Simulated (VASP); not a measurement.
# Pt (P6_3/mmc) in VASP: settings compared

The runs below take Pt through single point, with PBEsol, HSE06.

Everything below comes from runs of VASP 6.6.1. Logs are shortened: lines on timing, memory, paths and dates and some standing lists are left out, and cuts for length are marked.

## 1. The cell of the first run

The structure is hexagonal, space group P6_3/mmc (No. 194). The conventional cell has a = 2.761 Å, b = 2.761 Å, c = 4.792 Å, α = 90.00°, β = 90.00°, γ = 120.00°. Pt (site symmetry -6m2) has 12 Pt at 2.76 to 2.88 Å within 3.6 Å.

This isn't the form of Pt at room conditions, which is fcc.

## 2. Single point, PBEsol, non-collinear spin, zero start, spin-orbit coupling

INCAR reads:

```
ALGO     = Normal         # electronic algorithm
EDIFF    = 1E-6           # SCF threshold, eV
ENCUT    = 520            # plane-wave cutoff, eV
GGA      = PS             # functional
GGA_COMPAT= F            
ISIF     = 2              # what is computed and relaxed
ISMEAR   = -1             # smearing method
LASPH    = T              # aspherical terms in the spheres
LCHARG   = F              # write CHGCAR
LMAXMIX  = 4              # l up to which the mixer works
LORBIT   = 11             # projections on sites
LORBMOM  = T            
LREAL    = F              # projectors in reciprocal space
LSORBIT  = T              # spin-orbit coupling
LWAVE    = F              # write WAVECAR
MAGMOM   = 0 0 0 0 0 0    # initial moments
NBANDS   = 32             # bands
NELM     = 150            # most SCF steps
PREC     = Accurate       # precision mode
SIGMA    = 0.05           # smearing width, eV
```

KPOINTS reads:

```
k-points
0
Gamma
  8 8 4
```

POSCAR reads:

```
Pt
1.0
    2.7606656158      0.0000000000      0.0000000000
   -1.3803328079      2.3908065546      0.0000000000
    0.0000000000      0.0000000000      4.7921340000
Pt
2
Direct
    0.3333333333      0.6666666667      0.2500000000
    0.6666666667      0.3333333333      0.7500000000
```

Potentials or basis: VASP PAW PBE potentials, release 64 (Pt).

Run with:

```sh
cat potpaw_PBE.64/Pt/POTCAR > POTCAR
mpirun -np 1 vasp_ncl > vasp.out
```

OUTCAR:

```text
EDIFF = 1E-6
   ENCUT = 520
   GGA = PS
   ISIF = 2
   ISMEAR = -1
   LASPH = T
   LORBIT = 11
   LREAL = F
   LSORBIT = T
   NELM = 150
   PREC = Accurate

 ion  position               nearest neighbor table
   1  0.333  0.667  0.250-   2 2.88   2 2.88   2 2.88   2 2.88   2 2.88   2 2.88
   2  0.667  0.333  0.750-   1 2.88   1 2.88   1 2.88   1 2.88   1 2.88   1 2.88

  LATTYP: Found a hexagonal cell.
 ALAT       =     2.7606656158
 C/A-ratio  =     1.7358618054

  Lattice vectors:

 A1 = (   2.7606656158,   0.0000000000,   0.0000000000)
 A2 = (  -1.3803328079,   2.3908065546,   0.0000000000)
 A3 = (   0.0000000000,   0.0000000000,   4.7921340000)

Analysis of symmetry for initial positions (statically):
=====================================================================
 Subroutine PRICEL returns:
 Original cell was already a primitive cell.

 Routine SETGRP: Setting up the symmetry group for a
 hexagonal supercell.

 Subroutine GETGRP returns: Found 24 space group operations
 (whereof 12 operations were pure point group operations)
 out of a pool of 24 trial point group operations.

The static configuration has the point symmetry D_3d.
 The point group associated with its full space group is D_6h.

Analysis of symmetry for dynamics (positions and initial velocities):
=====================================================================
 Subroutine PRICEL returns:
 Original cell was already a primitive cell.

 Routine SETGRP: Setting up the symmetry group for a
 hexagonal supercell.

 Subroutine GETGRP returns: Found 24 space group operations
 (whereof 12 operations were pure point group operations)
 out of a pool of 24 trial point group operations.

The dynamic configuration has the point symmetry D_3d.
 The point group associated with its full space group is D_6h.

Analysis of structural, dynamic, and magnetic symmetry:
=====================================================================
 Subroutine PRICEL returns:
 Original cell was already a primitive cell.

 Routine SETGRP: Setting up the symmetry group for a
 hexagonal supercell.

 Subroutine GETGRP returns: Found 24 space group operations
 (whereof 12 operations were pure point group operations)
 out of a pool of 24 trial point group operations.

The overall configuration has the point symmetry D_3d.
 The point group associated with its full space group is D_6h.

 Subroutine INISYM returns: Found 24 space group operations
 (whereof 12 operations are pure point group operations),
 and found     1 'primitive' translations

----------------------------------------------------------------------------------------

                                     Primitive cell

  volume of cell :      31.6291

  direct lattice vectors                    reciprocal lattice vectors
     2.760665616  0.000000000  0.000000000     0.362231483  0.209134444  0.000000000
    -1.380332808  2.390806555  0.000000000     0.000000000  0.418268888  0.000000000
     0.000000000  0.000000000  4.792134000     0.000000000  0.000000000  0.208675300

  length of vectors
     2.760665616  2.760665616  4.792134000     0.418268888  0.418268888  0.208675300

  position of ions in fractional coordinates (direct lattice)
     0.333333333  0.666666667  0.250000000
     0.666666667  0.333333333  0.750000000

  ion indices of the primitive-cell ions
   primitive index   ion index
                 1           1
                 2           2

----------------------------------------------------------------------------------------

 KPOINTS: k-points

Automatic generation of k-mesh.
 Grid dimensions read from file:
 generate k-points for:    8    8    4

 Generating k-lattice:

  Cartesian coordinates                     Fractional coordinates (reciprocal lattice)
     0.045278935  0.026141806  0.000000000     0.125000000  0.000000000  0.000000000
     0.000000000  0.052283611  0.000000000     0.000000000  0.125000000  0.000000000
     0.000000000  0.000000000  0.052168825     0.000000000  0.000000000  0.250000000

  Length of vectors
     0.052283611  0.052283611  0.052168825

  Shift w.r.t. Gamma in fractional coordinates (k-lattice)
     0.000000000  0.000000000  0.000000000

 Subroutine IBZKPT returns following result:
 ===========================================

[... 61 lines left out ...]
   EFERMI =   0.00;   METHOD = LEGACY
   ISMEAR =    -1;   SIGMA  =   0.05  broadening in eV -4-tet -1-fermi 0-gaus
   EFERMI_NEDOS =   21; number of points for ismear=-14 and -15
   IALGO  =     38    algorithm
   IMIX   =      4    mixing-type and parameters
     AMIX     =   0.40;   BMIX     =  1.00
     AMIX_MAG =   1.60;   BMIX_MAG =  1.00
  volume/ion in A,a.u.               =      15.81       106.72
  Fermi-wavevector in a.u.,A,eV,Ry     =   1.405149  2.655347 26.863944  1.974444
  Thomas-Fermi vector in A             =   2.527639
   LORBIT       =     11    0 simple, 1 ext, 2 COOP (PROOUT), +10 PAW based schemes
   GGA     = PS    functional components
   LHFCALC =     F    Hartree Fock is set to
   AEXX    =    0.0000 exact exchange contribution
   IVDW    =     0    specifies the selected vdW correction
   LEPSILON=     F    determine dielectric tensor
   LRPA    =     F    only Hartree local field effects (RPA)
  energy-cutoff  :      520.00
  volume of cell :       31.63
 maximum number of plane-waves:      1736
 NGX is ok and might be reduce to    24
   NGX = 11   NGY = 11   NGZ = 17

 number of electron      20.0000000 magnetization       0.0000000      0.0000000      0.0000000

 number of electron      20.0000004 magnetization      -0.0000000     -0.0000000     -0.0000000

 number of electron      20.0000004 magnetization       0.0000000     -0.0000000      0.0000000

 number of electron      20.0000004 magnetization      -0.0000000      0.0000000     -0.0000000

 Free energy of the ion-electron system (eV)
  ---------------------------------------------------
  ext. energy  EPLUGINS =         0.00000000
  ---------------------------------------------------
  free energy    TOTEN  =       -14.54443143 eV

  energy without entropy =      -14.52206266  energy(sigma->0) =      -14.53324705

 E-fermi :  10.2363     XC(G=0): -13.3472

 val. band max:       10.2210316204   @ k =   0.2500   0.2500   0.5000
 cond. band min:      10.2421827244   @ k =   0.3750   0.1250   0.5000
 fundamental gap:      0.0211511040
 Fermi energy:        10.2362590834

 k-point     1 :       0.0000    0.0000    0.0000
  band No.  band energies     occupation
      1       0.4326      1.00000
      2       0.4326      1.00000
      3       3.0624      1.00000
      4       3.0624      1.00000
      5       6.0182      1.00000
      6       6.0182      1.00000
[... 829 lines left out ...]
     31      24.1268      0.00000
     32      24.1268      0.00000

 [... further k-points ...]

------------------------ aborting loop because EDIFF is reached ----------------------------------------

  FORCE on cell =-STRESS in cart. coord.  units (eV):
  Direction    XX          YY          ZZ          XY          YZ          ZX
  --------------------------------------------------------------------------------------
  -------------------------------------------------------------------------------------
  Total       -1.8672743     -1.8672743     -2.3166749     -0.0000000      0.0000000      0.0000000
  in kB      -94.5870112    -94.5870112   -117.3514557     -0.0000000      0.0000000      0.0000000
  external PRESSURE =    -102.1751594 kB  Pullay stress =       0.0000000 kB

 VOLUME and BASIS-vectors are now :
 -----------------------------------------------------------------------------
  energy-cutoff  :      520.00
  volume of cell :       31.63
      direct lattice vectors                 reciprocal lattice vectors
     2.760665616  0.000000000  0.000000000     0.362231483  0.209134444  0.000000000
    -1.380332808  2.390806555  0.000000000     0.000000000  0.418268888  0.000000000
     0.000000000  0.000000000  4.792134000     0.000000000  0.000000000  0.208675300

 POSITION                                       TOTAL-FORCE (eV/Angst)
 -----------------------------------------------------------------------------------
     -0.00000      1.59387      1.19803        -0.000000     -0.000000      0.000000
      1.38033      0.79694      3.59410         0.000000      0.000000      0.000000
 -----------------------------------------------------------------------------------
    total drift:                               -0.000000      0.000000     -0.000000

  FREE ENERGIE OF THE ION-ELECTRON SYSTEM (eV)
  ---------------------------------------------------
  free  energy   TOTEN  =       -14.5444314331 eV

  energy  without entropy=      -14.5220626631  energy(sigma->0) =      -14.53324705

 orbital moment (x)

 # of ion     p       d       tot
 ----------------------------------------
  1        -0.000   0.000   0.000
  2         0.000  -0.000  -0.000
 ----------------------------------------
            0.000   0.000   0.000

 orbital moment (y)

 # of ion     p       d       tot
 ----------------------------------------
  1         0.000  -0.000  -0.000
  2         0.000  -0.000  -0.000
 ----------------------------------------
            0.000  -0.000  -0.000

 orbital moment (z)

 # of ion     p       d       tot
 ----------------------------------------
  1         0.000   0.000   0.000
  2         0.000   0.000   0.000
 ----------------------------------------
            0.000   0.000   0.000

 Spin-Orbit-Coupling matrix elements

 Ion:    1  E_soc:     -0.8036300
 l=   1
     0.0000000    -0.0309829    -0.0337297
    -0.0309829     0.0000000    -0.0309829
    -0.0337297    -0.0309829     0.0000000
 l=   2
     0.0000000    -0.0220287     0.0000000    -0.0220287    -0.0764741
    -0.0220287     0.0000000    -0.0604640    -0.0206027    -0.0220287
     0.0000000    -0.0604640     0.0000000    -0.0604640     0.0000000
    -0.0220287    -0.0206027    -0.0604640     0.0000000    -0.0220287
    -0.0764741    -0.0220287     0.0000000    -0.0220287     0.0000000
 l=   3
     0.0000000     0.0000000     0.0000000     0.0000000     0.0000000     0.0000000     0.0000000
     0.0000000     0.0000000     0.0000000     0.0000000     0.0000000     0.0000000     0.0000000
     0.0000000     0.0000000     0.0000000     0.0000000     0.0000000     0.0000000     0.0000000
     0.0000000     0.0000000     0.0000000     0.0000000     0.0000000     0.0000000     0.0000000
     0.0000000     0.0000000     0.0000000     0.0000000     0.0000000     0.0000000     0.0000000
     0.0000000     0.0000000     0.0000000     0.0000000     0.0000000     0.0000000     0.0000000
     0.0000000     0.0000000     0.0000000     0.0000000     0.0000000     0.0000000     0.0000000

 Ion:    2  E_soc:     -0.8036300
 l=   1
     0.0000000    -0.0309829    -0.0337297
    -0.0309829     0.0000000    -0.0309829
    -0.0337297    -0.0309829     0.0000000
 l=   2
     0.0000000    -0.0220287     0.0000000    -0.0220287    -0.0764741
    -0.0220287     0.0000000    -0.0604640    -0.0206027    -0.0220287
     0.0000000    -0.0604640     0.0000000    -0.0604640     0.0000000
    -0.0220287    -0.0206027    -0.0604640     0.0000000    -0.0220287
    -0.0764741    -0.0220287     0.0000000    -0.0220287     0.0000000
 l=   3
     0.0000000     0.0000000     0.0000000     0.0000000     0.0000000     0.0000000     0.0000000
     0.0000000     0.0000000     0.0000000     0.0000000     0.0000000     0.0000000     0.0000000
     0.0000000     0.0000000     0.0000000     0.0000000     0.0000000     0.0000000     0.0000000
     0.0000000     0.0000000     0.0000000     0.0000000     0.0000000     0.0000000     0.0000000
     0.0000000     0.0000000     0.0000000     0.0000000     0.0000000     0.0000000     0.0000000
     0.0000000     0.0000000     0.0000000     0.0000000     0.0000000     0.0000000     0.0000000
     0.0000000     0.0000000     0.0000000     0.0000000     0.0000000     0.0000000     0.0000000

 total charge

# of ion       s       p       d       tot
------------------------------------------
    1        0.615   0.578   7.982   9.175
    2        0.615   0.578   7.982   9.175
--------------------------------------------------
tot          1.230   1.156  15.963  18.350

 magnetization (x)

# of ion       s       p       d       tot
------------------------------------------
    1        0.000   0.000   0.000   0.000
    2        0.000   0.000   0.000   0.000
--------------------------------------------------
tot          0.000   0.000   0.000   0.000

 magnetization (y)

# of ion       s       p       d       tot
------------------------------------------
    1       -0.000   0.000   0.000  -0.000
    2        0.000   0.000   0.000   0.000
--------------------------------------------------
tot         -0.000   0.000   0.000  -0.000

 magnetization (z)

# of ion       s       p       d       tot
------------------------------------------
    1        0.000   0.000   0.000   0.000
    2        0.000   0.000   0.000   0.000
--------------------------------------------------
tot          0.000   0.000   0.000   0.000
```

Wall time 82 s (1 thread of Intel Xeon 8259CL, shared host); peak memory 0.26 GiB.

What came out:

```
Free energy                                           : -14.5444 eV
Pressure                                              : -10.2 GPa
Net moment                                            : 0.00 μB per cell
Valence electrons inside the program's atomic spheres : Pt 9.18
```

Moments on the atoms (μB; x, y, z):
```
Pt  0.00 0.00 0.00
Pt  0.00 0.00 0.00
```

Caveat: the cell stands under tension; the PAW data sets were made with another functional, which shifts forces and pressure a little.

[end of part 1 of 2]
